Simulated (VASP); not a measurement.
# Ga3Sb2As (P3m1) in VASP: notebook, part 2 of 2

VASP 6.6.1.

## 3. Single point, PBE

This run uses another cell than the first one, of 27.88 Å³/atom, 1.197 times its volume.

Contents of INCAR:

```
SYSTEM = Ga3Sb2As
ALGO = Normal
EDIFF = 1E-7
ENCUT = 520
GGA = PE
ISIF = 2
ISMEAR = 0
LASPH = .TRUE.
LCHARG = .FALSE.
LREAL = .FALSE.
LWAVE = .FALSE.
NBANDS = 36
NELM = 100
PREC = Accurate
SIGMA = 0.1
```

Contents of KPOINTS:

```
k-points
0
G
  6 6 2
  0 0 0
```

Contents of POSCAR:

```
Ga3Sb2As
1.0
    4.2923402541      0.0000000000      0.0000000000
   -2.1461701270      3.7172757017      0.0000000000
    0.0000000000      0.0000000000     10.4843486217
Ga Sb As
3 2 1
Direct
    0.0000000000      0.0000000000     -0.0131909235
    0.3333333333      0.6666666667      0.6796038227
    0.6666666667      0.3333333333      0.3340305205
    0.6666666667      0.3333333333      0.5890625428
    0.0000000000      0.0000000000      0.2437447253
    0.3333333333      0.6666666667      0.9167493122
```

Potentials or basis: VASP PAW PBE potentials, release 64 (Ga_d, Sb, As).

On the command line:

```sh
> cat potpaw_PBE.64/Ga_d/POTCAR potpaw_PBE.64/Sb/POTCAR potpaw_PBE.64/As/POTCAR > POTCAR
> mpirun -np 1 vasp_std > vasp.out
```

OUTCAR:

```text
SYSTEM = Ga3Sb2As
   EDIFF = 1E-7
   ENCUT = 520
   GGA = PE
   ISIF = 2
   ISMEAR = 0
   LASPH = .TRUE.
   LREAL = .FALSE.
   NELM = 100
   PREC = Accurate

 ion  position               nearest neighbor table
   1  0.000  0.000  0.987-   6 2.58   6 2.58   6 2.58   5 2.69
   2  0.333  0.667  0.680-   6 2.49   4 2.65   4 2.65   4 2.65
   3  0.667  0.333  0.334-   5 2.65   5 2.65   5 2.65   4 2.67
   4  0.667  0.333  0.589-   2 2.65   2 2.65   2 2.65   3 2.67
   5  0.000  0.000  0.244-   3 2.65   3 2.65   3 2.65   1 2.69
   6  0.333  0.667  0.917-   2 2.49   1 2.58   1 2.58   1 2.58

  LATTYP: Found a hexagonal cell.
 ALAT       =     4.2923402541
 C/A-ratio  =     2.4425716511

  Lattice vectors:

 A1 = (   4.2923402541,   0.0000000000,   0.0000000000)
 A2 = (  -2.1461701270,   3.7172757017,   0.0000000000)
 A3 = (   0.0000000000,   0.0000000000,  10.4843486217)

Analysis of symmetry for initial positions (statically):
=====================================================================
 Subroutine PRICEL returns:
 Original cell was already a primitive cell.

 Routine SETGRP: Setting up the symmetry group for a
 hexagonal supercell.

 Subroutine GETGRP returns: Found  6 space group operations
 (whereof  6 operations were pure point group operations)
 out of a pool of 24 trial point group operations.

The static configuration has the point symmetry C_3v.

Analysis of symmetry for dynamics (positions and initial velocities):
=====================================================================
 Subroutine PRICEL returns:
 Original cell was already a primitive cell.

 Routine SETGRP: Setting up the symmetry group for a
 hexagonal supercell.

 Subroutine GETGRP returns: Found  6 space group operations
 (whereof  6 operations were pure point group operations)
 out of a pool of 24 trial point group operations.

The dynamic configuration has the point symmetry C_3v.

[... 116 lines left out ...]
  volume/ion in A,a.u.               =      27.88       188.15
  Fermi-wavevector in a.u.,A,eV,Ry     =   1.123016  2.122193 17.159192  1.261165
  Thomas-Fermi vector in A             =   2.259680
   LORBIT       =      0    0 simple, 1 ext, 2 COOP (PROOUT), +10 PAW based schemes
   GGA     = PE    functional components
   LHFCALC =     F    Hartree Fock is set to
   AEXX    =    0.0000 exact exchange contribution
   IVDW    =     0    specifies the selected vdW correction
   LEPSILON=     F    determine dielectric tensor
   LRPA    =     F    only Hartree local field effects (RPA)
 non-spin polarized calculation
 Gauss-broadening in eV      SIGMA  =   0.10
  energy-cutoff  :      520.00
  volume of cell :      167.29
 maximum number of plane-waves:      4548
 NGX is ok and might be reduce to    32
   NGX = 15   NGY = 15   NGZ = 39

 number of electron      53.9999995 magnetization

 Free energy of the ion-electron system (eV)
  ---------------------------------------------------
  ext. energy  EPLUGINS =         0.00000000
  ---------------------------------------------------
  free energy    TOTEN  =       -22.82087314 eV

  energy without entropy =      -22.81898700  energy(sigma->0) =      -22.81993007

 E-fermi :   4.2171     XC(G=0):  -9.0329

 val. band max:        4.1634152548   @ k =   0.0000   0.0000   0.5000
 cond. band min:       4.2891841339   @ k =   0.0000   0.0000   0.0000
 fundamental gap:      0.1257688791
 Fermi energy:         4.2170718276

 k-point     1 :       0.0000    0.0000    0.0000
  band No.  band energies     occupation
      1     -10.8821      2.00000
      2     -10.8501      2.00000
      3     -10.8501      2.00000
      4     -10.8129      2.00000
      5     -10.8129      2.00000
      6     -10.7127      2.00000
[... 535 lines left out ...]
     35       9.8647      0.00000
     36       9.9447      0.00000

------------------------ aborting loop because EDIFF is reached ----------------------------------------

  FORCE on cell =-STRESS in cart. coord.  units (eV):
  Direction    XX          YY          ZZ          XY          YZ          ZX
  --------------------------------------------------------------------------------------
  -------------------------------------------------------------------------------------
  Total        0.1905389      0.1905389      0.1765906      0.0000000      0.0000000      0.0000000
  in kB        1.8248781      1.8248781      1.6912885      0.0000000      0.0000000      0.0000000
  external PRESSURE =       1.7803482 kB  Pullay stress =       0.0000000 kB

 VOLUME and BASIS-vectors are now :
 -----------------------------------------------------------------------------
  energy-cutoff  :      520.00
  volume of cell :      167.29
      direct lattice vectors                 reciprocal lattice vectors
     4.292340254  0.000000000  0.000000000     0.232973143  0.134507107  0.000000000
    -2.146170127  3.717275702  0.000000000     0.000000000  0.269014214  0.000000000
     0.000000000  0.000000000 10.484348622     0.000000000  0.000000000  0.095380270

 POSITION                                       TOTAL-FORCE (eV/Angst)
 -----------------------------------------------------------------------------------
      0.00000      0.00000     10.34605        -0.000000     -0.000000     -0.018288
     -0.00000      2.47818      7.12520        -0.000000      0.000000     -0.003317
      2.14617      1.23909      3.50209         0.000000      0.000000     -0.010651
      2.14617      1.23909      6.17594        -0.000000      0.000000      0.002520
      0.00000      0.00000      2.55550        -0.000000      0.000000      0.018384
     -0.00000      2.47818      9.61152        -0.000000      0.000000      0.011353
 -----------------------------------------------------------------------------------
    total drift:                                0.000004     -0.000003     -0.001288

  FREE ENERGIE OF THE ION-ELECTRON SYSTEM (eV)
  ---------------------------------------------------
  free  energy   TOTEN  =       -22.8208731447 eV

  energy  without entropy=      -22.8189869990  energy(sigma->0) =      -22.81993007
```

OSZICAR:

```text
N       E                     dE             d eps       ncg     rms          rms(c)
DAV:   1     0.409104813576E+03    0.40910E+03   -0.24251E+04  1036   0.194E+03
DAV:   2     0.332712807295E+02   -0.37583E+03   -0.36336E+03  1104   0.483E+02
DAV:   3    -0.204391782390E+02   -0.53710E+02   -0.52641E+02  1156   0.144E+02
DAV:   4    -0.229998286231E+02   -0.25607E+01   -0.25415E+01  1224   0.326E+01
DAV:   5    -0.230659764854E+02   -0.66148E-01   -0.66017E-01  1264   0.504E+00    0.522E+00
DAV:   6    -0.228496362293E+02    0.21634E+00   -0.38883E-01  1368   0.706E+00    0.309E+00
DAV:   7    -0.228185056666E+02    0.31131E-01   -0.25724E-01  1196   0.301E+00    0.629E-01
DAV:   8    -0.228188545869E+02   -0.34892E-03   -0.45343E-02  1232   0.263E+00    0.141E-01
DAV:   9    -0.228201902174E+02   -0.13356E-02   -0.64763E-03  1236   0.922E-01    0.754E-02
DAV:  10    -0.228206051753E+02   -0.41496E-03   -0.91970E-04  1316   0.343E-01    0.468E-02
DAV:  11    -0.228208447728E+02   -0.23960E-03   -0.39423E-04  1196   0.142E-01    0.113E-02
DAV:  12    -0.228208662801E+02   -0.21507E-04   -0.34530E-05  1248   0.821E-02    0.685E-03
DAV:  13    -0.228208717508E+02   -0.54707E-05   -0.12091E-05  1304   0.257E-02    0.334E-03
DAV:  14    -0.228208728124E+02   -0.10615E-05   -0.21431E-06  1264   0.204E-02    0.124E-03
DAV:  15    -0.228208730999E+02   -0.28752E-06   -0.29014E-07  1108   0.664E-03    0.478E-04
DAV:  16    -0.228208731447E+02   -0.44773E-07   -0.79515E-08   736   0.467E-03
   1 F= -.22820873E+02 E0= -.22819930E+02  d E =-.188615E-02
```

stdout:

```text
POSCAR found type information on POSCAR GaSbAs
 POSCAR found :  3 types and       6 ions
 scaLAPACK will be used
 LDA part: xc-table for (Slater+PW92), standard interpolation
 POSCAR, INCAR and KPOINTS ok, starting setup
 FFT: planning ... GRIDC
 FFT: planning ... GRID_SOFT
 FFT: planning ... GRID
 WAVECAR not read
 entering main loop
```

It took 96 s on 1 thread of AMD EPYC 7R43 (Zen 3), shared host; peak memory 0.27 GiB.

What came out:

- Free energy: -22.8209 eV
- Pressure: 0.2 GPa
- Largest force: 0.018 eV/Å
- Band gap on the k mesh: zero (band 27 reaches 4.29 eV, above the bottom of band 28 at 4.16 eV)

Forces in eV/Å, atoms in the order of the input:
```
Ga   0.000  0.000 -0.018
Ga   0.000  0.000 -0.003
Ga   0.000  0.000 -0.011
Sb   0.000  0.000  0.003
Sb   0.000  0.000  0.018
As   0.000  0.000  0.011
```

Caveat: spin-orbit coupling is left out, which moves the levels of the heavy elements.

## 4. Relaxation of cell and atoms, PBE

Contents of INCAR:

```
SYSTEM = Ga3Sb2As
ALGO     = Normal         ! electronic algorithm
EDIFF    = 1E-6           ! SCF threshold, eV
EDIFFG   = -0.04          ! ionic threshold
ENCUT    = 600            ! plane-wave cutoff, eV
GGA      = PE             ! functional
IBRION   = 2              ! ionic algorithm
ISIF     = 3              ! what is computed and relaxed
ISMEAR   = 0              ! smearing method
LASPH    = .True.         ! aspherical terms in the spheres
LCHARG   = .False.        ! write CHGCAR
LREAL    = .False.        ! projectors in reciprocal space
LWAVE    = .False.        ! write WAVECAR
NELM     = 80             ! most SCF steps
NSW      = 90             ! ionic steps
PREC     = Accurate       ! precision mode
SIGMA    = 0.1            ! smearing width, eV
```

Contents of KPOINTS:

```
k-points
0
Gamma
  6 6 2
  0 0 0
```

Contents of POSCAR:

```
Ga3Sb2As
1.0
    4.0383693400      0.0000000000      0.0000000000
   -2.0191846700      3.4973304400      0.0000000000
    0.0000000000      0.0000000000      9.8919442700
Ga Sb As
3 2 1
Direct
    0.0000000000      0.0000000000      0.0000000000
    0.3333333300      0.6666666700      0.6666666700
    0.6666666700      0.3333333300      0.3333333300
    0.6666666700      0.3333333300      0.5833333300
    0.0000000000      0.0000000000      0.2500000000
    0.3333333300      0.6666666700      0.9166666700
```

Potentials or basis: VASP PAW PBE potentials, release 64 (Ga_d, Sb, As).

On the command line:

```sh
> cat potpaw_PBE.64/Ga_d/POTCAR potpaw_PBE.64/Sb/POTCAR potpaw_PBE.64/As/POTCAR > POTCAR
> mpirun -np 1 vasp_std > vasp.out
```

OUTCAR:

```text
SYSTEM = Ga3Sb2As
   EDIFF = 1E-6
   EDIFFG = -0.04
   ENCUT = 600
   GGA = PE
   IBRION = 2
   ISIF = 3
   ISMEAR = 0
   LASPH = .True.
   LREAL = .False.
   NELM = 80
   NSW = 90
   PREC = Accurate

 ion  position               nearest neighbor table
   1  0.000  0.000  0.000-   6 2.47   5 2.47   6 2.47   6 2.47
   2  0.333  0.667  0.667-   6 2.47   4 2.47   4 2.47   4 2.47
   3  0.667  0.333  0.333-   5 2.47   4 2.47   5 2.47   5 2.47
   4  0.667  0.333  0.583-   3 2.47   2 2.47   2 2.47   2 2.47
   5  0.000  0.000  0.250-   3 2.47   1 2.47   3 2.47   3 2.47
   6  0.333  0.667  0.917-   1 2.47   2 2.47   1 2.47   1 2.47

  LATTYP: Found a hexagonal cell.
 ALAT       =     4.0383693400
 C/A-ratio  =     2.4494897413

  Lattice vectors:

 A1 = (   4.0383693400,   0.0000000000,   0.0000000000)
 A2 = (  -2.0191846700,   3.4973304400,   0.0000000000)
 A3 = (   0.0000000000,   0.0000000000,   9.8919442700)

Analysis of symmetry for initial positions (statically):
[... 177 lines left out ...]
 fundamental gap:      0.3878593673
 Fermi energy:         6.2939743297

 k-point     1 :       0.0000    0.0000    0.0000
  band No.  band energies     occupation
      1      -9.4386      2.00000
      2      -9.3893      2.00000
      3      -9.3893      2.00000
      4      -9.3146      2.00000
      5      -9.3146      2.00000
      6      -9.2766      2.00000
[... 798 lines left out ...]
--------------------------------------- Ionic step        9  -------------------------------------------

 number of electron      53.9999997 magnetization

 Free energy of the ion-electron system (eV)
  ---------------------------------------------------
  ext. energy  EPLUGINS =         0.00000000
  ---------------------------------------------------
  free energy    TOTEN  =       -22.81857657 eV

  energy without entropy =      -22.81662075  energy(sigma->0) =      -22.81759866

 E-fermi :   4.1699     XC(G=0):  -9.0136

 val. band max:        4.1127287318   @ k =   0.0000   0.0000   0.5000
 cond. band min:       4.2405561514   @ k =   0.0000   0.0000   0.0000
 fundamental gap:      0.1278274196
 Fermi energy:         4.1698648220

 k-point     1 :       0.0000    0.0000    0.0000
  band No.  band energies     occupation
      1     -10.9138      2.00000
      2     -10.8825      2.00000
      3     -10.8825      2.00000
      4     -10.8459      2.00000
      5     -10.8459      2.00000
      6     -10.7475      2.00000
[... 512 lines left out ...]
  FREE ENERGIE OF THE ION-ELECTRON SYSTEM (eV)
  ---------------------------------------------------
  free  energy   TOTEN  =       -22.8185765671 eV

  energy  without entropy=      -22.8166207466  energy(sigma->0) =      -22.81759866

 reached required accuracy - stopping structural energy minimisation
```

CONTCAR:

```text
Ga3Sb2As
   1.00000000000000
     4.2999598235508039    0.0000000000000000   -0.0000000000000000
    -2.1499799117754019    3.7238744444705079    0.0000000000000000
     0.0000000000000000   -0.0000000000000000   10.4934280722284132
  Ga              Sb              As
     3     2     1
Direct
     1.0000000000000000    1.0000000000000000    0.9867164003884014
     0.3333333300000021    0.6666666699999979    0.6793462738986801
     0.6666666699999979    0.3333333300000021    0.3340602261085457
     0.6666666699999979    0.3333333300000021    0.5891594896734109
     0.0000000000000000    0.0000000000000000    0.2440054638300684
     0.3333333300000021    0.6666666699999979    0.9167121461008937

  0.00000000E+00  0.00000000E+00  0.00000000E+00
  0.00000000E+00  0.00000000E+00  0.00000000E+00
  0.00000000E+00  0.00000000E+00  0.00000000E+00
  0.00000000E+00  0.00000000E+00  0.00000000E+00
  0.00000000E+00  0.00000000E+00  0.00000000E+00
  0.00000000E+00  0.00000000E+00  0.00000000E+00
```

Wall time 3.5 min (1 thread of Intel Xeon Platinum 8559C (Emerald Rapids), shared host); peak memory 0.33 GiB.

Results:

```
Free energy                            : -22.8186 eV
Relaxed volume                         : 28.00 Å³/atom
Relaxed cell                           : a = 4.300 Å, b = 4.300 Å, c = 10.493 Å, α = 90.00°, β = 90.00°, γ = 120.00°
Space group after relaxing (to 0.05 Å) : P3m1 (No. 156)
Energy gained by relaxing              : 202.9 meV/atom
Ionic steps                            : 9
Pressure after relaxing                : 0.0 GPa
Largest force after relaxing           : 0.014 eV/Å
Band gap on the k mesh                 : zero (band 27 reaches 4.24 eV, above the bottom of band 28 at 4.11 eV)
```

Forces on the atoms (eV/Å):
```
Ga   0.000  0.000 -0.005
Ga   0.000  0.000  0.014
Ga   0.000  0.000 -0.012
Sb   0.000  0.000 -0.003
Sb   0.000  0.000  0.002
As   0.000  0.000  0.003
```

The path:
```tsv
step	energy change (eV)	largest force (eV/Å)	pressure (GPa)	volume (Å³)
1	0.0000	1.4042	14.26	139.71
2	-0.9482	0.2832	-3.79	185.95
3	-1.1594	0.5336	-0.22	169.09
4	-1.1845	0.3518	-0.10	168.55
5	-1.2075	0.3041	0.31	166.97
6	-1.2094	0.2078	0.25	167.33
7	-1.2162	0.1218	-0.13	168.49
8	-1.2162	0.1248	-0.12	168.45
9	-1.2175	0.0145	-0.04	168.03
```

Final structure:
```
Ga Sb As
1.0
     4.29996    0.00000    0.00000
    -2.14998    3.72387    0.00000
     0.00000    0.00000   10.49343
Ga Sb As
3 2 1
Direct
  0.00000 0.00000 0.98672
  0.33333 0.66667 0.67935
  0.66667 0.33333 0.33406
  0.66667 0.33333 0.58916
  0.00000 0.00000 0.24401
  0.33333 0.66667 0.91671
```

Caveat: the volume moved by over 15 % at a fixed basis, so the end points are rough; spin-orbit coupling is left out, which moves the levels of the heavy elements.

## 5. Single point, PBE

This run uses another cell than the first one, of 27.91 Å³/atom, 1.198 times its volume.

Contents of INCAR:

```
ALGO = Normal ; EDIFF = 1E-6
ENCUT = 520 ; GGA = PE
ISIF = 2 ; ISMEAR = 0
LASPH = T ; LCHARG = F
LREAL = F ; LWAVE = F
NBANDS = 36 ; NELM = 60
PREC = Accurate ; SIGMA = 0.1
```

Contents of KPOINTS:

```
k-points
0
Gamma
  12 12 4
```

Contents of POSCAR:

```
Ga3Sb2As
1.0
    4.2905745847      0.0000000000      0.0000000000
   -2.1452872923      3.7157465872      0.0000000000
    0.0000000000      0.0000000000     10.5020552346
Ga Sb As
3 2 1
Direct
    0.0000000000      0.0000000000      0.9876693672
    0.3333333333      0.6666666667      0.6789832760
    0.6666666667      0.3333333333      0.3339951101
    0.6666666667      0.3333333333      0.5890215980
    0.0000000000      0.0000000000      0.2442672744
    0.3333333333      0.6666666667      0.9160633743
```

On the command line:

```sh
> cat potpaw_PBE.64/Ga_d/POTCAR potpaw_PBE.64/Sb/POTCAR potpaw_PBE.64/As/POTCAR > POTCAR
> mpirun -np 1 vasp_std > vasp.out
```

Run time: 3 min. Hardware: 1 thread of Intel Xeon Platinum 8559C (Emerald Rapids), shared host; peak memory 0.53 GiB.

The run converged. Its results:

- Free energy: -22.8527 eV
- Pressure: 0.1 GPa
- Largest force: 0.011 eV/Å
- Band gap on the k mesh: zero (band 27 reaches 4.29 eV, above the bottom of band 28 at 4.17 eV)

Forces on the atoms (eV/Å):
```
Ga   0.000  0.000 -0.001
Ga   0.000  0.000 -0.011
Ga   0.000  0.000  0.000
Sb   0.000  0.000  0.000
Sb   0.000  0.000  0.001
As   0.000  0.000  0.011
```

Levels at points of the mesh, in eV from the Fermi level:
```tsv
k point	band 24	band 25	band 26	band 27	band 28	band 29	band 30	band 31
(0.00, 0.00, 0.00)	-0.70	-0.70	-0.17	0.04	0.04	0.64	0.98	2.95
(0.50, 0.00, 0.00)	-2.55	-2.47	-1.71	-1.44	1.01	1.18	1.62	1.85
(0.00, 0.00, 0.50)	-0.50	-0.50	-0.18	-0.18	-0.08	1.00	1.37	3.41
(0.50, 0.00, 0.50)	-2.54	-2.08	-1.20	-1.12	0.30	1.26	1.56	2.65
```

Caveat: spin-orbit coupling is left out, which moves the levels of the heavy elements.

## 6. The runs side by side

```tsv
task	cell	k mesh	cutoff (eV)	gap on the mesh (eV)	pressure (GPa)	largest force (eV/Å)
single point	a = 4.038, b = 4.038, c = 9.892 Å, angles 90.0, 90.0, 120.0°, 6 atoms	6 × 6 × 2	520	0.39	14.3	1.40
single point	a = 4.292, b = 4.292, c = 10.484 Å, angles 90.0, 90.0, 120.0°, 6 atoms	6 × 6 × 2	520	none	0.2	0.02
relaxation of cell and atoms	relaxed from a = 4.038, b = 4.038, c = 9.892 Å, angles 90.0, 90.0, 120.0°, 6 atoms	6 × 6 × 2	600	none	0.0	0.01
single point	a = 4.291, b = 4.291, c = 10.502 Å, angles 90.0, 90.0, 120.0°, 6 atoms	12 × 12 × 4	520	none	0.1	0.01
```

Alike in all rows: level PBE; potentials or basis VASP PAW PBE potentials, release 64 (Ga_d, Sb, As); no spin polarisation; smearing gaussian 0.1 eV.

Caveats: spin-orbit coupling is left out, which moves the levels of the heavy elements; forces of over 1 eV/Å act on the atoms, so gaps and moduli don't describe the material at rest (some runs); the volume moved by over 15 % at a fixed basis, so the end points are rough (some runs).

Absolute energies hang on the potentials; compare differences alone.
